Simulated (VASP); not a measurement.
# C in VASP: notebook

Runs on C. Level: PBE+D3(BJ). Tasks: single point.

All numbers are computed with VASP 6.6.1; they aren't measurements. Logs are shortened: lines on timing, memory, paths and dates and some standing lists are left out, and cuts for length are marked.

## (1) The cell of the first run

The cell holds a slab with vacuum, 18 atoms: a = 7.393 Å, b = 7.393 Å, c = 8.552 Å, α = 90.00°, β = 90.00°, γ = 120.00°.

## (2) Single point, PBE+D3(BJ)

File INCAR:

```
PREC = Accurate ; ENCUT = 520
EDIFF = 1E-6 ; ISMEAR = -1
SIGMA = 0.05 ; LREAL = Auto
LASPH = T ; NELM = 120
ALGO = Normal ; ISIF = 2
LWAVE = F ; LCHARG = F
GGA = PE ; IVDW = 12
NBANDS = 51 ; GGA_COMPAT = F
ISYM = -1
```

File KPOINTS:

```
explicit points
4
Reciprocal
  0.25000000   0.25000000   0.25000000 2
  0.25000000   0.25000000   0.75000000 2
  0.25000000   0.75000000   0.25000000 2
  0.25000000   0.75000000   0.75000000 2
```

File POSCAR:

```
C
1.0
    3.6964953839     -6.4025178148      0.0000000000
   -7.3929907677      0.0000000000      0.0000000000
    0.0000000000      0.0000000000     -8.5521218516
C
18
Direct
    0.4389657446      0.5587070211     -0.0165230340
    0.1110321003      0.5672126177     -0.0141937875
    0.7734850793      0.5546095152     -0.0167978196
    0.4419675324      0.2324224387     -0.0215624851
    0.1057170038      0.2278010983     -0.0273080768
    0.7770021332      0.2238222461     -0.0186289441
    0.4338401048      0.8862142739     -0.0084583687
    0.0998505617      0.8938890022     -0.0226653693
    0.7644469163      0.8861479343     -0.0108843164
    0.5524015867      0.4484589552     -0.0118089992
    0.2218659973      0.4502404696     -0.0201917142
    0.8877871432      0.4497742769     -0.0209667265
    0.5583481536      0.1143115687     -0.0211536977
    0.2151553560      0.1156867102     -0.0204128289
    0.8841816866      0.1110759568     -0.0175282816
    0.5517757392      0.7866018849     -0.0091045242
    0.2141429418      0.7816769394     -0.0221106532
    0.8830750907      0.7829108920     -0.0144451871
```

Potentials or basis: VASP PAW PBE potentials, release 64 (C).

Started as:

```bash
> cat potpaw_PBE.64/C/POTCAR > POTCAR
> mpirun -np 1 vasp_std > vasp.out
```

OUTCAR:

```text
PREC = Accurate
   ENCUT = 520
   EDIFF = 1E-6
   ISMEAR = -1
   LREAL = Auto
   LASPH = T
   NELM = 120
   ISIF = 2
   GGA = PE
   IVDW = 12
   ISYM = -1
 IVDW          = 12

 ion  position               nearest neighbor table
   1  0.439  0.559  0.983-  11 1.39  10 1.43  16 1.46
   2  0.111  0.567  0.986-  17 1.38  12 1.43  11 1.46
   3  0.773  0.555  0.983-  12 1.40  10 1.42  18 1.46
   4  0.442  0.232  0.978-  10 1.39  14 1.45  13 1.50
   5  0.106  0.228  0.973-  14 1.42  15 1.42  11 1.43
   6  0.777  0.224  0.981-  13 1.40  15 1.41  12 1.45
[... 10 lines left out ...]
  17  0.214  0.782  0.978-   2 1.38   7 1.41   8 1.45
  18  0.883  0.783  0.986-   8 1.39   9 1.42   3 1.46

IMPORTANT INFORMATION: All symmetrisations will be switched off!
NOSYMM: (Re-)initialisation of all symmetry stuff for point group C_1.

----------------------------------------------------------------------------------------

                                     Primitive cell

  volume of cell :     404.8040

  direct lattice vectors                    reciprocal lattice vectors
     3.696495384 -6.402517815  0.000000000     0.000000000 -0.156188554  0.000000000
    -7.392990768  0.000000000  0.000000000    -0.135263256 -0.078094277  0.000000000
     0.000000000  0.000000000 -8.552121852     0.000000000  0.000000000 -0.116930046

  length of vectors
     7.392990768  7.392990768  8.552121852     0.156188554  0.156188554  0.116930046

  position of ions in fractional coordinates (direct lattice)
     0.438965745  0.558707021  0.983476966
     0.111032100  0.567212618  0.985806213
     0.773485079  0.554609515  0.983202180
     0.441967532  0.232422439  0.978437515
     0.105717004  0.227801098  0.972691923
     0.777002133  0.223822246  0.981371056
[... 10 lines left out ...]
     0.214142942  0.781676939  0.977889347
     0.883075091  0.782910892  0.985554813

  ion indices of the primitive-cell ions
   primitive index   ion index
                 1           1
                 2           2
                 3           3
                 4           4
                 5           5
                 6           6
[... 10 lines left out ...]
                17          17
                18          18

----------------------------------------------------------------------------------------

 KPOINTS: explicit points

Read explicit list of k-points.

 Found      4 k-points:

 Following reciprocal coordinates:
            Coordinates               Weight
  0.250000  0.250000  0.250000      0.250000
  0.250000  0.250000  0.750000      0.250000
  0.250000  0.750000  0.250000      0.250000
  0.250000  0.750000  0.750000      0.250000
   k-points           NKPTS =      4   k-points in BZ     NKDIM =      4   number of bands    NBANDS=     51
   number of dos      NEDOS =    301   number of ions     NIONS =     18
   total plane-waves  NPLWV = 200704
   dimension x,y,z NGX =    56 NGY =   56 NGZ =   64
   dimension x,y,z NGXF=   112 NGYF=  112 NGZF=  128
   ions per type =              18
   NGX,Y,Z   is equivalent  to a cutoff of  12.59, 12.59, 12.44 a.u.
   NGXF,Y,Z  is equivalent  to a cutoff of  25.19, 25.19, 24.88 a.u.
 SYSTEM =  unknown system
   PREC   = accura    normal or accurate (medium, high low for compatibility)
   ISTART =      0    job   : 0-new  1-cont  2-samecut
   ICHARG =      2    charge: 1-file 2-atom 10-const
   ISPIN  =      1    spin polarized calculation?
   LNONCOLLINEAR =      F non collinear calculations
   LSORBIT =      F    spin-orbit coupling
   LASPH  =      T    aspherical Exc in radial PAW
   ENCUT  =  520.0 eV  38.22 Ry    6.18 a.u.  13.75 13.75 15.90*2*pi/ulx,y,z
   NELM   =    120;   NELMIN=  2; NELMDL= -5     # of ELM steps
   EDIFF  = 0.1E-05   stopping-criterion for ELM
   LREAL  =      T    real-space projection
   EDIFFG = 0.1E-04   stopping-criterion for IOM
   NSW    =      0    number of steps for IOM
   IBRION =     -1    ionic relax: 0-MD 1-quasi-New 2-CG
   NFREE  =      0    steps in history (QN), initial steepest desc. (CG)
   ISIF   =      2    stress and relaxation
   ISYM   =     -1    0-nonsym 1-usesym 2-fastsym
   POTIM  = 0.5000    time-step for ionic-motion
   TEBEG  =    0.0;   TEEND  =   0.0 temperature during run
   PSTRESS=    0.0 pullay stress
   NELECT =      72.0000    total number of electrons
   NUPDOWN=      -1.0000    fix difference up-down
   EMIN   =  10.00;   EMAX   =-10.00  energy-range for DOS
   EFERMI =   0.00;   METHOD = LEGACY
   ISMEAR =    -1;   SIGMA  =   0.05  broadening in eV -4-tet -1-fermi 0-gaus
   EFERMI_NEDOS =   21; number of points for ismear=-14 and -15
   IALGO  =     38    algorithm
   IMIX   =      4    mixing-type and parameters
     AMIX     =   0.40;   BMIX     =  1.00
     AMIX_MAG =   1.60;   BMIX_MAG =  1.00
  volume/ion in A,a.u.               =      22.49       151.76
  Fermi-wavevector in a.u.,A,eV,Ry     =   0.920670  1.739814 11.532754  0.847633
  Thomas-Fermi vector in A             =   2.046001
   LORBIT       =      0    0 simple, 1 ext, 2 COOP (PROOUT), +10 PAW based schemes
   GGA     = PE    functional components
   LHFCALC =     F    Hartree Fock is set to
   AEXX    =    0.0000 exact exchange contribution
   IVDW    =    12    specifies the selected vdW correction
   LEPSILON=     F    determine dielectric tensor
   LRPA    =     F    only Hartree local field effects (RPA)
 non-spin polarized calculation
  energy-cutoff  :      520.00
  volume of cell :      404.80
 maximum number of plane-waves:     10889
 NGX is ok and might be reduce to    54
   NGX = 27   NGY = 27   NGZ = 31

 number of electron      71.9999999 magnetization

 Free energy of the ion-electron system (eV)
  ---------------------------------------------------
  ext. energy  EPLUGINS =         0.00000000
  ---------------------------------------------------
  free energy    TOTEN  =      -165.42777394 eV

  energy without entropy =     -165.42777394  energy(sigma->0) =     -165.42777394

 E-fermi :  -0.7692     XC(G=0):  -4.9720

 val. band max:       -2.0091529235   @ k =   0.2500   0.7500   0.7500
 cond. band min:       0.4584610036   @ k =   0.2500   0.7500   0.7500
 fundamental gap:      2.4676139272
 Fermi energy:        -0.7692187580

 k-point     1 :       0.2500    0.2500    0.2500
  band No.  band energies     occupation
      1     -19.7872      2.00000
      2     -19.1969      2.00000
      3     -19.0540      2.00000
      4     -17.2560      2.00000
      5     -17.1653      2.00000
      6     -15.9901      2.00000
[... 40 lines left out ...]
     47       5.3959      0.00000
     48       5.4192      0.00000

 k-point     2 :       0.2500    0.2500    0.7500
  band No.  band energies     occupation
      1     -19.7872      2.00000
      2     -19.1968      2.00000
      3     -19.0540      2.00000
      4     -17.2560      2.00000
      5     -17.1653      2.00000
      6     -15.9901      2.00000
[... 40 lines left out ...]
     47       5.3976      0.00000
     48       5.4174      0.00000

 k-point     3 :       0.2500    0.7500    0.2500
  band No.  band energies     occupation
      1     -20.1093      2.00000
      2     -18.8111      2.00000
      3     -18.2311      2.00000
      4     -18.0990      2.00000
      5     -16.9753      2.00000
      6     -16.8053      2.00000
[... 40 lines left out ...]
     47       5.3555      0.00000
     48       5.4072      0.00000

 k-point     4 :       0.2500    0.7500    0.7500
  band No.  band energies     occupation
      1     -20.1093      2.00000
      2     -18.8111      2.00000
      3     -18.2311      2.00000
      4     -18.0990      2.00000
      5     -16.9753      2.00000
      6     -16.8053      2.00000
[... 40 lines left out ...]
     47       5.3556      0.00000
     48       5.4010      0.00000
 [bands above 48 left out]

------------------------ aborting loop because EDIFF is reached ----------------------------------------

 Edisp (eV)   -1.62396

 E8    (eV) :    -0.4998

  FORCE on cell =-STRESS in cart. coord.  units (eV):
  Direction    XX          YY          ZZ          XY          YZ          ZX
  --------------------------------------------------------------------------------------
  -------------------------------------------------------------------------------------
  Total       1.06580     3.63688    -0.54946    -1.30484     0.07900     0.10626
  in kB       4.21835    14.39444    -2.17472    -5.16444     0.31269     0.42057
  external pressure =        5.48 kB  Pullay stress =        0.00 kB

 VOLUME and BASIS-vectors are now :
 -----------------------------------------------------------------------------
  energy-cutoff  :      520.00
  volume of cell :      404.80
      direct lattice vectors                 reciprocal lattice vectors
     3.696495384 -6.402517815  0.000000000     0.000000000 -0.156188554  0.000000000
    -7.392990768  0.000000000  0.000000000    -0.135263256 -0.078094277  0.000000000
     0.000000000  0.000000000 -8.552121852     0.000000000  0.000000000 -0.116930046

 POSITION                                       TOTAL-FORCE (eV/Angst)
 -----------------------------------------------------------------------------------
     -2.50788     -2.81049     -8.41081        -0.544631     -1.270846     -0.544097
     -3.78297     -0.71089     -8.43073         2.241311      1.272338      0.908782
     -1.24104     -4.95225     -8.40846        -1.763438     -0.678643     -0.248233
     -0.08457     -2.82970     -8.36772         3.058426      0.466913     -0.333335
     -1.29335     -0.67686     -8.31858         0.644202     -0.151986     -0.938477
      1.21747     -4.97477     -8.39280        -0.846454      0.003909      0.196413
[... 10 lines left out ...]
     -4.98735     -1.37105     -8.36303        -1.111968     -0.339581     -0.890441
     -2.52377     -5.65390     -8.42858         1.500923      1.521905      0.295469
 -----------------------------------------------------------------------------------
    total drift:                                0.017610      0.003282     -0.002988

  FREE ENERGIE OF THE ION-ELECTRON SYSTEM (eV)
  ---------------------------------------------------
  free  energy   TOTEN  =      -167.0517329652 eV

  energy  without entropy=     -167.0517329652  energy(sigma->0) =     -167.05173297
```

Wall time 5.5 min (1 thread of Intel Xeon 8259CL, shared host); peak memory 0.43 GiB.

Results:

```
Free energy                : -167.0517 eV
Largest force              : 3.799 eV/Å
Dispersion energy per atom : -0.090 eV
```

Forces in eV/Å, atoms in the order of the input:
```
C   -0.545 -1.271 -0.544
C    2.241  1.272  0.909
C   -1.763 -0.679 -0.248
C    3.058  0.467 -0.333
C    0.644 -0.152 -0.938
C   -0.846  0.004  0.196
C   -2.686 -1.901  1.186
C    0.569 -1.629 -0.245
C   -1.206 -3.386  0.161
C   -0.548  0.126  0.837
C   -0.921  1.242 -0.030
C    0.709  0.078 -0.411
C   -1.310  2.774 -0.701
C   -0.239 -1.033  0.621
C   -0.095  0.083  0.141
C    2.546  2.821 -0.006
C   -1.112 -0.340 -0.890
C    1.501  1.522  0.295
```

Caveat: the atoms stand as in a frame of molecular dynamics; there is no dipole correction, which matters where the two faces differ.

## (3) Single point, PBE+D3(BJ)

File INCAR:

```
SYSTEM = C
PREC = Accurate ; ENCUT = 520
EDIFF = 1E-6 ; ISMEAR = -1
SIGMA = 0.05 ; LREAL = Auto
LASPH = .True. ; NELM = 120
ALGO = Normal ; ISIF = 2
LWAVE = .False. ; LCHARG = .True.
GGA = PE ; IVDW = 12
LELF = .True. ; LVHAR = .True.
NBANDS = 51 ; GGA_COMPAT = .False.
ISYM = -1
```

KPOINTS is that of step 2.

File POSCAR:

```
C
1.0
    3.6964953839     -6.4025178148      0.0000000000
   -7.3929907677      0.0000000000      0.0000000000
    0.0000000000      0.0000000000     -8.5521218516
C
18
Direct
    0.4338668131      0.5736350558     -0.0116206249
    0.0903538290      0.5545308578     -0.0230673748
    0.7704122257      0.5698556063     -0.0306053871
    0.4187540086      0.2317617205     -0.0210171234
    0.0950897784      0.2385710982     -0.0192075140
    0.7517968929      0.2359342517     -0.0334271430
    0.4327105492      0.9020640979     -0.0228532759
    0.0988161249      0.8933084806     -0.0233660141
    0.7734607139      0.9106182018     -0.0206003847
    0.5445246856      0.4539955604     -0.0241568120
    0.2087325703      0.4551401575     -0.0084118306
    0.8716250640      0.4572413427     -0.0362967232
    0.5318820031      0.1289555741     -0.0240131050
    0.2028384829      0.1141388569     -0.0141733247
    0.8708495878      0.1265899703     -0.0209054552
    0.5480108141      0.7917743480     -0.0159221305
    0.2100164402      0.7806291098     -0.0271115174
    0.8793496813      0.7876618842     -0.0282089058
```

Potentials or basis: VASP PAW PBE potentials, release 64 (C).

Started as:

```bash
> cat potpaw_PBE.64/C/POTCAR > POTCAR
> mpirun -np 1 vasp_std > vasp.out
```

It took 5.3 min on 1 thread of Intel Xeon 8259CL, shared host; peak memory 0.44 GiB.

It converged, with:

- Free energy: -166.7673 eV
- Largest force: 3.635 eV/Å
- Dispersion energy per atom: -0.090 eV

Forces on the atoms (eV/Å):
```
C    2.375 -0.290  0.295
C   -2.347 -1.765  0.195
C   -0.895  2.909  0.226
C   -0.527 -1.809 -0.034
C    2.864  0.356 -0.748
C    0.971 -1.268 -0.720
C    0.083  0.490 -0.288
C   -0.383 -0.078  0.168
C    2.451  1.777  0.066
C   -2.480  1.069 -0.467
C   -0.124 -0.495  0.894
C    2.239 -0.651 -0.515
C    3.507 -0.856  0.424
C   -2.364  1.174  0.596
C   -1.146 -0.665  0.631
C   -1.652 -0.257  0.290
C   -0.574  0.286 -0.484
C   -1.999  0.073 -0.529
```

Caveat: the atoms stand as in a frame of molecular dynamics; there is no dipole correction, which matters where the two faces differ.

## (4) Single point, PBE+D3(BJ)

File INCAR:

```
SYSTEM = C
PREC = Accurate
ENCUT = 520
EDIFF = 1E-6
ISMEAR = -1
SIGMA = 0.05
LREAL = Auto
LASPH = .True.
NELM = 120
ALGO = Normal
ISIF = 2
LWAVE = .False.
LCHARG = .False.
GGA = PE
IVDW = 12
NBANDS = 51
GGA_COMPAT = .False.
ISYM = -1
```

KPOINTS is that of step 3.

File POSCAR:

```
C
1.0
    3.6964953839     -6.4025178148      0.0000000000
   -7.3929907677      0.0000000000      0.0000000000
    0.0000000000      0.0000000000     -8.5521218516
C
18
Direct
    0.4483001974      0.5782659203     -0.0229047251
    0.1081791601      0.5867027165     -0.0163217974
    0.7758324371      0.5789905814     -0.0085793913
    0.4443055189      0.2388933458     -0.0283832485
    0.1173241562      0.2517482113     -0.0148440355
    0.7840834099      0.2489580689     -0.0169052783
    0.4313606115      0.9072797086     -0.0265679096
    0.1007242805      0.9142224101     -0.0171910553
    0.7801929092      0.9190369231     -0.0190131762
    0.5530435217      0.4657386886     -0.0124924553
    0.2329308630      0.4784082614     -0.0250245499
    0.8917838521      0.4763256175     -0.0052833672
    0.5589032477      0.1424694428     -0.0194472206
    0.2184337538      0.1327767602     -0.0314723065
    0.8960520167      0.1383100799     -0.0100072241
    0.5594956709      0.8044994714     -0.0233049766
    0.2186089973      0.8117677051     -0.0153842523
    0.8837645070      0.7961745937     -0.0105481425
```

Started as:

```bash
> cat potpaw_PBE.64/C/POTCAR > POTCAR
> mpirun -np 1 vasp_std > vasp.out
```

Wall time 5.4 min (1 thread of Intel Xeon 8259CL, shared host); peak memory 0.42 GiB.

The run converged. Its results:

- Free energy: -166.6192 eV
- Largest force: 5.245 eV/Å
- Dispersion energy per atom: -0.090 eV

Forces on the atoms (eV/Å):
```
C   -1.966 -0.919 -0.077
C    0.981 -2.471 -0.206
C   -0.020  0.923 -0.332
C   -3.839  0.825 -0.698
C   -0.664 -0.352  0.912
C   -1.273  0.648 -0.922
C   -0.909 -5.126 -0.639
C    0.568 -1.562  0.174
C    1.525  0.560 -0.540
C    1.512 -0.481  0.876
C   -0.072  3.684 -0.799
C    2.504  0.773  0.923
C    4.330 -0.016  0.728
C   -0.527 -0.785 -1.069
C   -1.190  0.540  0.689
C   -0.782  1.905  0.116
C    2.350  1.560  0.512
C   -2.528  0.296  0.353
```

Caveat: the atoms stand as in a frame of molecular dynamics; there is no dipole correction, which matters where the two faces differ.

## (5) Summary

```tsv
cell	largest force (eV/Å)
as given, atomic positions A	3.80
as given, atomic positions B	3.63
as given, atomic positions C	5.25
```

Alike in all rows: task single point; level PBE+D3(BJ); potentials or basis VASP PAW PBE potentials, release 64 (C); no spin polarisation; k mesh 2 × 2 × 2, shifted; cutoff (eV) 520; smearing fermi-dirac 0.05 eV.

Caveats: the atoms stand as in a frame of molecular dynamics; there is no dipole correction, which matters where the two faces differ.

Absolute energies hang on the potentials; compare differences alone.
